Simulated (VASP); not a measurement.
# Ru14W (v1.c) in VASP: relaxation of the atoms with PBE

Aim: the relaxation of the atoms of Ru14W (v1.c) with PBE.

All numbers are computed with VASP 6.6.1; they aren't measurements. Logs are shortened: lines on timing, memory, paths and dates and some standing lists are left out, and cuts for length are marked.

**1. The cell of the first run**

The cell holds a slab with vacuum, 15 atoms: a = 4.711 Å, b = 4.711 Å, c = 20.594 Å, α = 90.00°, β = 90.00°, γ = 120.00°.

**2. Relaxation of the atoms, PBE**

Contents of INCAR:

```
ALGO     = Normal         # electronic algorithm
DIPOL    = 0.5 0.5 0.500
EDIFF    = 1E-7           # SCF threshold, eV
EDIFFG   = -0.08          # ionic threshold
ENCUT    = 520            # plane-wave cutoff, eV
GGA      = PE             # functional
IBRION   = 2              # ionic algorithm
IDIPOL   = 3            
ISIF     = 2              # what is computed and relaxed
ISMEAR   = 1              # smearing method
LASPH    = T              # aspherical terms in the spheres
LCHARG   = F              # write CHGCAR
LDIPOL   = T            
LREAL    = Auto         
LWAVE    = F              # write WAVECAR
NELM     = 100            # most SCF steps
NSW      = 90             # ionic steps
PREC     = Accurate       # precision mode
SIGMA    = 0.1            # smearing width, eV
```

Contents of KPOINTS:

```
k-points
0
Gamma
  6 6 1
```

Contents of POSCAR:

```
Ru14W
1.0
    4.0796284438      2.3553745437      0.0000000000
   -4.0796284438      2.3553745437      0.0000000000
    0.0000000000      0.0000000000     20.5940128308
Ru W
14 1
Direct
    0.3333330000      0.3333330000      0.2913468128
    0.6666670000      0.0000000000      0.2913468128
    0.0000000000      0.6666670000      0.2913468128
    0.3333330000      0.0000000000      0.3956734064
    0.6666670000      0.6666670000      0.3956734064
    1.0000000000      0.3333330000      0.3956734064
    0.6666670000      0.0000000000      0.5000000000
    0.0000000000      0.6666670000      0.5000000000
    0.3333330000      0.0000000000      0.6043265936
    0.6666670000      0.6666670000      0.6043265936
    1.0000000000      0.3333330000      0.6043265936
    0.3333330000      0.3333330000      0.7086531872
    0.6666670000      0.0000000000      0.7086531872
    0.0000000000      0.6666670000      0.7086531872
    0.3333330000      0.3333330000      0.5000000000
```

Potentials or basis: VASP PAW PBE potentials, release 64 (Ru_pv, W_sv).

Started as:

```console
$ cat potpaw_PBE.64/Ru_pv/POTCAR potpaw_PBE.64/W_sv/POTCAR > POTCAR
$ mpirun -np 1 vasp_std > vasp.out
```

OUTCAR:

```text
EDIFF = 1E-7
   EDIFFG = -0.08
   ENCUT = 520
   GGA = PE
   IBRION = 2
   ISIF = 2
   ISMEAR = 1
   LASPH = T
   LREAL = Auto
   NELM = 100
   NSW = 90
   PREC = Accurate

 ion  position               nearest neighbor table
   1  0.333  0.333  0.291-   4 2.66   6 2.66   5 2.66   3 2.72   2 2.72   2 2.72   3 2.72   3 2.72
                             2 2.72
   2  0.667  0.000  0.291-   6 2.66   5 2.66   4 2.66   1 2.72   3 2.72   1 2.72   3 2.72   3 2.72
                             1 2.72
   3  0.000  0.667  0.291-   4 2.66   5 2.66   6 2.66   1 2.72   2 2.72   1 2.72   2 2.72   2 2.72
                             1 2.72
   4  0.333  0.000  0.396-   3 2.66   8 2.66   1 2.66  15 2.66   2 2.66   7 2.66   5 2.72   6 2.72
                             5 2.72   6 2.72   6 2.72   5 2.72
   5  0.667  0.667  0.396-   2 2.66   3 2.66   7 2.66   8 2.66   1 2.66  15 2.66   4 2.72   6 2.72
                             4 2.72   6 2.72   6 2.72   4 2.72
   6  0.000  0.333  0.396-   2 2.66   7 2.66   1 2.66  15 2.66   8 2.66   3 2.66   5 2.72   4 2.72
                             5 2.72   4 2.72   4 2.72   5 2.72
   7  0.667  0.000  0.500-   6 2.66  11 2.66  10 2.66   5 2.66   4 2.66   9 2.66  15 2.72   8 2.72
                            15 2.72   8 2.72   8 2.72  15 2.72
   8  0.000  0.667  0.500-   4 2.66   9 2.66   5 2.66  10 2.66   6 2.66  11 2.66  15 2.72   7 2.72
                            15 2.72   7 2.72   7 2.72  15 2.72
   9  0.333  0.000  0.604-   8 2.66  14 2.66  12 2.66  15 2.66   7 2.66  13 2.66  10 2.72  11 2.72
                            10 2.72  11 2.72  11 2.72  10 2.72
  10  0.667  0.667  0.604-   7 2.66   8 2.66  13 2.66  14 2.66  12 2.66  15 2.66   9 2.72  11 2.72
                             9 2.72  11 2.72   9 2.72  11 2.72
  11  0.000  0.333  0.604-   7 2.66  13 2.66  12 2.66  15 2.66  14 2.66   8 2.66  10 2.72   9 2.72
                            10 2.72   9 2.72   9 2.72  10 2.72
  12  0.333  0.333  0.709-   9 2.66  11 2.66  10 2.66  14 2.72  13 2.72  13 2.72  14 2.72  13 2.72
                            14 2.72
  13  0.667  0.000  0.709-  11 2.66  10 2.66   9 2.66  12 2.72  14 2.72  12 2.72  14 2.72  14 2.72
                            12 2.72
  14  0.000  0.667  0.709-   9 2.66  10 2.66  11 2.66  12 2.72  13 2.72  12 2.72  13 2.72  13 2.72
                            12 2.72
  15  0.333  0.333  0.500-   4 2.66   6 2.66   9 2.66  11 2.66  10 2.66   5 2.66   8 2.72   7 2.72
                             8 2.72   7 2.72   8 2.72   7 2.72

  LATTYP: Found a hexagonal cell.
 ALAT       =     4.7107491422
 C/A-ratio  =     4.3717065395

  Lattice vectors:

 A1 = (   4.0796284438,   2.3553745437,   0.0000000000)
 A2 = (  -4.0796284438,   2.3553745437,   0.0000000000)
 A3 = (   0.0000000000,   0.0000000000,  20.5940128308)

Analysis of symmetry for initial positions (statically):
=====================================================================
 Subroutine PRICEL returns:
 Original cell was already a primitive cell.

 Routine SETGRP: Setting up the symmetry group for a
 hexagonal supercell.

 Subroutine GETGRP returns: Found 12 space group operations
 (whereof  4 operations were pure point group operations)
 out of a pool of 24 trial point group operations.

The static configuration has the point symmetry C_2v.
 The point group associated with its full space group is D_3h.

Analysis of symmetry for dynamics (positions and initial velocities):
=====================================================================
 Subroutine PRICEL returns:
 Original cell was already a primitive cell.

 Routine SETGRP: Setting up the symmetry group for a
 hexagonal supercell.

 Subroutine GETGRP returns: Found 12 space group operations
 (whereof  4 operations were pure point group operations)
 out of a pool of 24 trial point group operations.

The dynamic configuration has the point symmetry C_2v.
 The point group associated with its full space group is D_3h.

 Subroutine INISYM returns: Found 12 space group operations
 (whereof  4 operations are pure point group operations),
 and found     1 'primitive' translations

----------------------------------------------------------------------------------------

                                     Primitive cell

  volume of cell :     395.7779

  direct lattice vectors                    reciprocal lattice vectors
     4.079628444  2.355374544  0.000000000     0.122560181  0.212280464  0.000000000
    -4.079628444  2.355374544  0.000000000    -0.122560181  0.212280464  0.000000000
[... 66 lines left out ...]
 Following reciprocal coordinates:
            Coordinates               Weight
  0.000000  0.000000  0.000000      1.000000
  0.166667  0.000000  0.000000      6.000000
  0.333333  0.000000  0.000000      6.000000
  0.500000  0.000000  0.000000      3.000000
  0.166667  0.166667  0.000000      6.000000
  0.333333  0.166667  0.000000     12.000000
  0.333333  0.333333  0.000000      2.000000
   k-points           NKPTS =      7   k-points in BZ     NKDIM =      7   number of bands    NBANDS=    126
   number of dos      NEDOS =    301   number of ions     NIONS =     15
   total plane-waves  NPLWV = 207360
   dimension x,y,z NGX =    36 NGY =   36 NGZ =  160
   dimension x,y,z NGXF=    72 NGYF=   72 NGZF=  320
   ions per type =              14   1
   NGX,Y,Z   is equivalent  to a cutoff of  12.70, 12.70, 12.92 a.u.
   NGXF,Y,Z  is equivalent  to a cutoff of  25.41, 25.41, 25.83 a.u.
 SYSTEM =  unknown system
   PREC   = accura    normal or accurate (medium, high low for compatibility)
   ISTART =      0    job   : 0-new  1-cont  2-samecut
   ICHARG =      2    charge: 1-file 2-atom 10-const
   ISPIN  =      1    spin polarized calculation?
   LNONCOLLINEAR =      F non collinear calculations
   LSORBIT =      F    spin-orbit coupling
   LASPH  =      T    aspherical Exc in radial PAW
   ENCUT  =  520.0 eV  38.22 Ry    6.18 a.u.   8.76  8.76 38.29*2*pi/ulx,y,z
   NELM   =    100;   NELMIN=  2; NELMDL= -5     # of ELM steps
   EDIFF  = 0.1E-06   stopping-criterion for ELM
   LREAL  =      T    real-space projection
   EDIFFG = -.8E-01   stopping-criterion for IOM
   NSW    =     90    number of steps for IOM
   IBRION =      2    ionic relax: 0-MD 1-quasi-New 2-CG
   NFREE  =      1    steps in history (QN), initial steepest desc. (CG)
   ISIF   =      2    stress and relaxation
   ISYM   =      2    0-nonsym 1-usesym 2-fastsym
   POTIM  = 0.5000    time-step for ionic-motion
   TEBEG  =    0.0;   TEEND  =   0.0 temperature during run
   PSTRESS=    0.0 pullay stress
   NELECT =     210.0000    total number of electrons
   NUPDOWN=      -1.0000    fix difference up-down
   EMIN   =  10.00;   EMAX   =-10.00  energy-range for DOS
   EFERMI =   0.00;   METHOD = LEGACY
   ISMEAR =     1;   SIGMA  =   0.10  broadening in eV -4-tet -1-fermi 0-gaus
   EFERMI_NEDOS =   21; number of points for ismear=-14 and -15
   IALGO  =     38    algorithm
   IMIX   =      4    mixing-type and parameters
     AMIX     =   0.40;   BMIX     =  1.00
     AMIX_MAG =   1.60;   BMIX_MAG =  1.00
  volume/ion in A,a.u.               =      26.39       178.06
  Fermi-wavevector in a.u.,A,eV,Ry     =   1.325350  2.504549 23.899367  1.756554
  Thomas-Fermi vector in A             =   2.454818
   LORBIT       =      0    0 simple, 1 ext, 2 COOP (PROOUT), +10 PAW based schemes
   GGA     = PE    functional components
   LHFCALC =     F    Hartree Fock is set to
   AEXX    =    0.0000 exact exchange contribution
   IVDW    =     0    specifies the selected vdW correction
   LEPSILON=     F    determine dielectric tensor
   LRPA    =     F    only Hartree local field effects (RPA)
 conjugate gradient relaxation of ions
 non-spin polarized calculation
 Methfessel and Paxton  Order N= 1 SIGMA  =   0.10
  energy-cutoff  :      520.00
  volume of cell :      395.78
 maximum number of plane-waves:     10691
 NGX is ok and might be reduce to    36
   NGX = 17   NGY = 17   NGZ = 77

--------------------------------------- Ionic step        1  -------------------------------------------

 number of electron     210.0000024 magnetization

 Free energy of the ion-electron system (eV)
  ---------------------------------------------------
  ext. energy  EPLUGINS =         0.00000000
  ---------------------------------------------------
  free energy    TOTEN  =      -135.72360464 eV

  energy without entropy =     -135.71206636  energy(sigma->0) =     -135.71975854

------------------------ aborting loop because EDIFF is reached ----------------------------------------

  FORCE on cell =-STRESS in cart. coord.  units (eV):
  Direction    XX          YY          ZZ          XY          YZ          ZX
  --------------------------------------------------------------------------------------
  -------------------------------------------------------------------------------------
  Total       -6.9174874     -6.9174871     -4.0177371      0.0000000      0.0000000      0.0000000
  in kB      -28.0031827    -28.0031818    -16.2644931      0.0000000      0.0000000      0.0000000
  external PRESSURE =     -24.0902859 kB  Pullay stress =       0.0000000 kB
[... 79 lines left out ...]
  FREE ENERGIE OF THE ION-ELECTRON SYSTEM (eV)
  ---------------------------------------------------
  free  energy   TOTEN  =      -135.9301785422 eV

  energy  without entropy=     -135.9224041259  energy(sigma->0) =     -135.92758707

 dipolmoment           0.000000      0.000000     -0.000000 electrons x Angstroem

--------------------------------------- Ionic step        3  -------------------------------------------

 number of electron     210.0000027 magnetization

 dipolmoment           0.000000      0.000000      0.000000 electrons x Angstroem

 Free energy of the ion-electron system (eV)
  ---------------------------------------------------
  ext. energy  EPLUGINS =         0.00000000
  ---------------------------------------------------
  free energy    TOTEN  =      -135.93467096 eV

  energy without entropy =     -135.92826313  energy(sigma->0) =     -135.93253501

 E-fermi :   4.3201     XC(G=0):  -8.2923

 val. band max:        4.3177106574   @ k =   0.3333   0.0000   0.0000
 cond. band min:       4.3207840930   @ k =   0.0000   0.0000   0.0000
 fundamental gap:      0.0030734356
 Fermi energy:         4.3201323389

 k-point     1 :       0.0000    0.0000    0.0000
  band No.  band energies     occupation
      1     -69.6432      2.00000
      2     -39.1849      2.00000
      3     -39.0758      2.00000
      4     -39.0237      2.00000
      5     -38.9951      2.00000
      6     -38.9825      2.00000
[... 829 lines left out ...]
    116       5.1315     -0.00000
    117       5.1768     -0.00000
 [bands above 117 left out]

------------------------ aborting loop because EDIFF is reached ----------------------------------------

 vacuum level on the upper side and lower side of the slab       (xc-potential included)        -0.240        -0.240

  FORCE on cell =-STRESS in cart. coord.  units (eV):
  Direction    XX          YY          ZZ          XY          YZ          ZX
  --------------------------------------------------------------------------------------
  -------------------------------------------------------------------------------------
  Total       -4.2655225     -4.2655223     -1.2758410      0.0000000      0.0000000      0.0000000
  in kB      -17.2675711    -17.2675705     -5.1648244      0.0000000      0.0000000      0.0000000
  external PRESSURE =     -13.2333220 kB  Pullay stress =       0.0000000 kB
[... 30 lines left out ...]
  FREE ENERGIE OF THE ION-ELECTRON SYSTEM (eV)
  ---------------------------------------------------
  free  energy   TOTEN  =      -135.9346709579 eV

  energy  without entropy=     -135.9282631268  energy(sigma->0) =     -135.93253501

 reached required accuracy - stopping structural energy minimisation

 vacuum level on the upper side and lower side of the slab         9.016         9.016
```

Run time: 28 min. Hardware: 1 thread of Intel Xeon Platinum 8559C (Emerald Rapids), shared host; peak memory 0.62 GiB.

What came out:

```yaml
Free_energy: -135.9347 eV
Energy_gained_by_relaxing: 14.1 meV/atom
Ionic_steps: 3
Largest_force_after_relaxing: 0.044 eV/Å
Band_gap_on_the_k_mesh: zero (band 105 reaches 4.69 eV, above the bottom of band 106 at 4.07 eV)
```

Forces in eV/Å, atoms in the order of the input:
```
Ru   0.000  0.000  0.011
Ru   0.000  0.000  0.044
Ru   0.000  0.000  0.044
Ru  -0.030  0.017  0.027
Ru   0.000 -0.034  0.027
Ru   0.030  0.017  0.027
Ru   0.000  0.000  0.000
Ru   0.000  0.000  0.000
Ru  -0.030  0.017 -0.027
Ru   0.000 -0.034 -0.027
Ru   0.030  0.017 -0.027
Ru   0.000  0.000 -0.011
Ru   0.000  0.000 -0.044
Ru   0.000  0.000 -0.044
W    0.000  0.000  0.000
```

Step by step:
```
step  energy change (eV)  largest force (eV/Å)  pressure (GPa)
   1              0.0000                0.9020           -2.41
   2             -0.2066                0.1524           -1.52
   3             -0.2111                0.0444           -1.32
```

Final structure:
```
CELL_PARAMETERS angstrom
4.07963 2.35537 0.00000
-4.07963 2.35537 0.00000
0.00000 0.00000 20.59401
ATOMIC_POSITIONS crystal
Ru 0.33333 0.33333 0.29356
Ru 0.66667 0.00000 0.29267
Ru 0.00000 0.66667 0.29267
Ru 0.33333 0.00139 0.39323
Ru 0.66528 0.66528 0.39323
Ru 0.00139 0.33333 0.39323
Ru 0.66667 0.00000 0.50000
Ru 0.00000 0.66667 0.50000
Ru 0.33333 0.00139 0.60677
Ru 0.66528 0.66528 0.60677
Ru 0.00139 0.33333 0.60677
Ru 0.33333 0.33333 0.70644
Ru 0.66667 0.00000 0.70733
Ru 0.00000 0.66667 0.70733
W 0.33333 0.33333 0.50000
```

Levels at points of the mesh, in eV from the Fermi level:
```csv
k point,band 103,band 104,band 105,band 106,band 107,band 108
"(0.00, 0.00, 0.00)",-0.70,-0.21,-0.21,0.00,0.00,0.39
"(0.50, 0.00, 0.00)",-0.22,-0.15,0.20,0.38,0.49,0.61
```

Caveat: spin-orbit coupling is left out, which moves the levels of the heavy elements; the relaxation stopped at a loose force limit of 0.08 eV/Å, so its end isn't a converged minimum.
